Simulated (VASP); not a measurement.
Here is a VASP 6.6.1 calculation.

File INCAR:

```
ALGO = Normal ; EDIFF = 1E-6
ENCUT = 520 ; GGA = PE
ISIF = 2 ; ISMEAR = 0
LASPH = T ; LCHARG = F
LREAL = F ; LWAVE = F
NBANDS = 11 ; NELM = 60
PREC = Accurate ; SIGMA = 0.02
```

Contents of KPOINTS:

```
k-points
0
Gamma
  10 10 10
```

POSCAR

```
AlN
1.0
    0.0000000000      2.0293910146      2.0293910146
    2.0293910146      0.0000000000      2.0293910146
    2.0293910146      2.0293910146      0.0000000000
Al N
1 1
Direct
    0.5000000000      0.5000000000      0.5000000000
    0.0000000000      0.0000000000      0.0000000000
```

Potentials or basis: VASP PAW PBE potentials, release 64 (Al, N).

Launch:

```sh
$ cat potpaw_PBE.64/Al/POTCAR potpaw_PBE.64/N/POTCAR > POTCAR
$ mpirun -np 1 vasp_std > vasp.out
```

(1) Predict the pressure.

(2) What does it give for the band gap on the k mesh?

Answers

(1) 1.9 GPa.

(2) 4.50 eV, indirect (least direct gap 5.51 eV).

Caveat: the cell differs from its parent crystal (strained).
